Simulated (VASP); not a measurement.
# Sr (P6_3/mmc) in VASP: notebook

The runs below take Sr through density of states, with PBEsol.

Everything below comes from runs of VASP 6.6.1. Logs are shortened: lines on timing, memory, paths and dates and some standing lists are left out, and cuts for length are marked.

## 1. The cell of the first run

It takes space group P6_3/mmc (No. 194, hexagonal). The conventional cell has a = 3.200 Å, b = 3.200 Å, c = 4.728 Å, α = 90.00°, β = 90.00°, γ = 120.00°. Sr (site symmetry -6m2) has 12 Sr at 3.00 to 3.20 Å within 4.0 Å.

## 2. Density of states, PBEsol (volume scaled by 0.4)

File POSCAR:

```
Sr
1.0
    3.2000009466      0.0000000000      0.0000000000
   -1.6000004733      2.7712821119      0.0000000000
    0.0000000000      0.0000000000      4.7275984675
Sr
2
Direct
    0.3333333333      0.6666666667      0.2500000000
    0.6666666667      0.3333333333      0.7500000000
```

File INCAR.step1:

```
ALGO = Normal
EDIFF = 1E-6
ENCUT = 520
GGA = PS
ISIF = 2
ISMEAR = -1
LASPH = T
LCHARG = T
LREAL = F
LWAVE = F
NBANDS = 17
NELM = 80
PREC = Accurate
SIGMA = 0.1
```

File KPOINTS.step1:

```
k-points
0
Gamma
  12 12 6
```

File INCAR.step2:

```
ALGO = Normal
EDIFF = 1E-6
ENCUT = 520
GGA = PS
ICHARG = 11
ISIF = 2
ISMEAR = -5
LASPH = T
LCHARG = F
LORBIT = 11
LREAL = F
LWAVE = F
NEDOS = 2001
NELM = 80
PREC = Accurate
SIGMA = 0.1
```

File KPOINTS.step2:

```
k-points
0
Gamma
  18 18 9
```

Potentials or basis: VASP PAW PBE potentials, release 64 (Sr_sv).

Launch:

```bash
> cat potpaw_PBE.64/Sr_sv/POTCAR > POTCAR
> cp INCAR.step1 INCAR
> cp KPOINTS.step1 KPOINTS
> mpirun -np 1 vasp_std > vasp.out
> cp INCAR.step2 INCAR
> cp KPOINTS.step2 KPOINTS
> mpirun -np 1 vasp_std > vasp.out
```

OUTCAR:

```text
EDIFF = 1E-6
   ENCUT = 520
   GGA = PS
   ICHARG = 11
   ISIF = 2
   ISMEAR = -5
   LASPH = T
   LORBIT = 11
   LREAL = F
   NELM = 80
   PREC = Accurate

 ion  position               nearest neighbor table
   1  0.333  0.667  0.250-   2 3.00   2 3.00   2 3.00   2 3.00   2 3.00   2 3.00   2 4.39   2 4.39
                             2 4.39   2 4.39   2 4.39   2 4.39
   2  0.667  0.333  0.750-   1 3.00   1 3.00   1 3.00   1 3.00   1 3.00   1 3.00   1 4.39   1 4.39
                             1 4.39   1 4.39   1 4.39   1 4.39

  LATTYP: Found a hexagonal cell.
 ALAT       =     3.2000009466
 C/A-ratio  =     1.4773740841

  Lattice vectors:

 A1 = (   3.2000009466,   0.0000000000,   0.0000000000)
 A2 = (  -1.6000004733,   2.7712821119,   0.0000000000)
 A3 = (   0.0000000000,   0.0000000000,   4.7275984675)

Analysis of symmetry for initial positions (statically):
=====================================================================
 Subroutine PRICEL returns:
 Original cell was already a primitive cell.

 Routine SETGRP: Setting up the symmetry group for a
 hexagonal supercell.

 Subroutine GETGRP returns: Found 24 space group operations
 (whereof 12 operations were pure point group operations)
 out of a pool of 24 trial point group operations.

The static configuration has the point symmetry D_3d.
 The point group associated with its full space group is D_6h.

Analysis of symmetry for dynamics (positions and initial velocities):
=====================================================================
 Subroutine PRICEL returns:
 Original cell was already a primitive cell.

 Routine SETGRP: Setting up the symmetry group for a
 hexagonal supercell.

 Subroutine GETGRP returns: Found 24 space group operations
 (whereof 12 operations were pure point group operations)
 out of a pool of 24 trial point group operations.

The dynamic configuration has the point symmetry D_3d.
 The point group associated with its full space group is D_6h.

 Subroutine INISYM returns: Found 24 space group operations
 (whereof 12 operations are pure point group operations),
 and found     1 'primitive' translations

----------------------------------------------------------------------------------------

                                     Primitive cell

  volume of cell :      41.9248

  direct lattice vectors                    reciprocal lattice vectors
     3.200000947  0.000000000  0.000000000     0.312499908  0.180421906  0.000000000
[... 107 lines left out ...]
     AMIX     =   0.40;   BMIX     =  1.00
     AMIX_MAG =   1.60;   BMIX_MAG =  1.00
  volume/ion in A,a.u.               =      20.96       141.46
  Fermi-wavevector in a.u.,A,eV,Ry     =   1.279168  2.417278 22.262826  1.636272
  Thomas-Fermi vector in A             =   2.411669
   LORBIT       =     11    0 simple, 1 ext, 2 COOP (PROOUT), +10 PAW based schemes
   GGA     = PS    functional components
   LHFCALC =     F    Hartree Fock is set to
   AEXX    =    0.0000 exact exchange contribution
   IVDW    =     0    specifies the selected vdW correction
   LEPSILON=     F    determine dielectric tensor
   LRPA    =     F    only Hartree local field effects (RPA)
 non-spin polarized calculation
 Fermi weights with tetrahedron method with Bloechl corrections
  energy-cutoff  :      520.00
  volume of cell :       41.92
 maximum number of plane-waves:      1150
 NGX is ok and might be reduce to    24

 number of electron      20.0000000 magnetization

 Free energy of the ion-electron system (eV)
  ---------------------------------------------------
  ext. energy  EPLUGINS =         0.00000000
  ---------------------------------------------------
  free energy    TOTEN  =         0.51425927 eV

  energy without entropy =        0.51425927  energy(sigma->0) =        0.51425927

 E-fermi :   6.2079     XC(G=0): -11.1834

 val. band max:        6.3671094022   @ k =   0.3333   0.3333   0.4444
 cond. band min:       6.1798662011   @ k =   0.2778   0.1667   0.0000
 fundamental gap:     -0.1872432011
 Fermi energy:         6.2079241212

 k-point     1 :       0.0000    0.0000    0.0000
  band No.  band energies     occupation
      1     -29.8118      2.00000
      2     -28.8938      2.00000
      3     -13.5215      2.00000
      4     -10.7503      2.00000
      5     -10.7503      2.00000
      6     -10.1416      2.00000
      7     -10.1416      2.00000
      8      -9.8245      2.00000
      9       2.5942      2.00000
     10       3.9951      2.00000
     11       8.8961      0.00000
     12       8.8961      0.00000
     13      10.4272      0.00000
     14      10.4616      0.00000
[... 377 lines left out ...]
      1     -29.1881      2.00000
      2     -28.8806      2.00000
      3     -12.7649      2.00000
      4     -12.1302      2.00000
      5     -12.0158      2.00000
      6     -11.5427      2.00000
      7     -10.9387      2.00000
      8     -10.5077      2.00000
      9       4.5813      2.00000
     10       5.2352      2.00000
     11       5.9283      1.93976
     12       8.4349      0.00000
     13       8.5507      0.00000
     14      10.5625      0.00000

 [... further k-points ...]

------------------------ aborting loop because EDIFF is reached ----------------------------------------

  FORCE on cell =-STRESS in cart. coord.  units (eV):
  Direction    XX          YY          ZZ          XY          YZ          ZX
  --------------------------------------------------------------------------------------
  -------------------------------------------------------------------------------------
  Total        9.6968315      9.6968315      9.8284537      0.0000000      0.0000000     -0.0000000
  in kB      370.5689284    370.5689284    375.5989335      0.0000000      0.0000000     -0.0000000
  external PRESSURE =     372.2455968 kB  Pullay stress =       0.0000000 kB

 VOLUME and BASIS-vectors are now :
 -----------------------------------------------------------------------------
  energy-cutoff  :      520.00
  volume of cell :       41.92
      direct lattice vectors                 reciprocal lattice vectors
     3.200000947  0.000000000  0.000000000     0.312499908  0.180421906  0.000000000
    -1.600000473  2.771282112  0.000000000     0.000000000  0.360843812  0.000000000
     0.000000000  0.000000000  4.727598468     0.000000000  0.000000000  0.211523886

 POSITION                                       TOTAL-FORCE (eV/Angst)
 -----------------------------------------------------------------------------------
     -0.00000      1.84752      1.18190         0.000000      0.000000      0.000000
      1.60000      0.92376      3.54570        -0.000000      0.000000      0.000000
 -----------------------------------------------------------------------------------
    total drift:                               -0.000000      0.000000     -0.000000

  FREE ENERGIE OF THE ION-ELECTRON SYSTEM (eV)
  ---------------------------------------------------
  free  energy   TOTEN  =         0.5142592731 eV

  energy  without entropy=        0.5142592731  energy(sigma->0) =        0.51425927

 total charge

# of ion       s       p       d       tot
------------------------------------------
    1        2.112   5.644   0.691   8.447
    2        2.112   5.644   0.691   8.447
--------------------------------------------------
tot          4.224  11.288   1.381  16.893
```

Wall time 29 s (1 thread of Intel Xeon 6975P-C (Granite Rapids), shared host); peak memory 0.21 GiB.

Results:

```yaml
Valence_electrons_inside_the_program's_atomic_spheres: Sr 8.45
```

Caveat: the PAW data sets were made with another functional, which shifts forces and pressure a little; tetrahedron occupations give inexact forces and stress in metals.

## 3. Density of states, PBEsol (volume scaled by 0.45)

File POSCAR:

```
Sr
1.0
    3.2758500644      0.0000000000      0.0000000000
   -1.6379250322      2.8369693748      0.0000000000
    0.0000000000      0.0000000000      5.0751079862
Sr
2
Direct
    0.3333333333      0.6666666667      0.2500000000
    0.6666666667      0.3333333333      0.7500000000
```

File INCAR.step1:

```
SYSTEM = Sr
  ALGO = Normal
  EDIFF = 1E-6
  ENCUT = 520
  GGA = PS
  ISIF = 2
  ISMEAR = -1
  LASPH = .True.
  LCHARG = .True.
  LREAL = .False.
  LWAVE = .False.
  NBANDS = 17
  NELM = 80
  PREC = Accurate
  SIGMA = 0.1
```

File KPOINTS.step1:

```
k-points
0
Gamma
  12 12 6
  0 0 0
```

File INCAR.step2:

```
SYSTEM = Sr
  ALGO = Normal
  EDIFF = 1E-6
  ENCUT = 520
  GGA = PS
  ICHARG = 11
  ISIF = 2
  ISMEAR = -5
  LASPH = .True.
  LCHARG = .False.
  LORBIT = 11
  LREAL = .False.
  LWAVE = .False.
  NEDOS = 2001
  NELM = 80
  PREC = Accurate
  SIGMA = 0.1
```

File KPOINTS.step2:

```
k-points
0
Gamma
  18 18 9
  0 0 0
```

Potentials or basis: VASP PAW PBE potentials, release 64 (Sr_sv).

Launch:

```bash
> cat potpaw_PBE.64/Sr_sv/POTCAR > POTCAR
> cp INCAR.step1 INCAR
> cp KPOINTS.step1 KPOINTS
> mpirun -np 1 vasp_std > vasp.out
> cp INCAR.step2 INCAR
> cp KPOINTS.step2 KPOINTS
> mpirun -np 1 vasp_std > vasp.out
```

Wall time 31 s (1 thread of Intel Xeon 6975P-C (Granite Rapids), shared host); peak memory 0.23 GiB.

It converged, with:

```yaml
Valence_electrons_inside_the_program's_atomic_spheres: Sr 8.32
```

Levels at points of the mesh, in eV from the Fermi level:
```tsv
k point	band 7	band 8	band 9	band 10	band 11	band 12	band 13	band 14
(0.00, 0.00, 0.00)	-16.49	-16.36	-3.86	-1.78	2.92	2.92	3.68	4.09
(0.50, 0.00, 0.00)	-17.10	-16.71	-1.57	-0.78	-0.77	2.34	2.45	3.54
```

Caveat: the PAW data sets were made with another functional, which shifts forces and pressure a little; tetrahedron occupations give inexact forces and stress in metals.
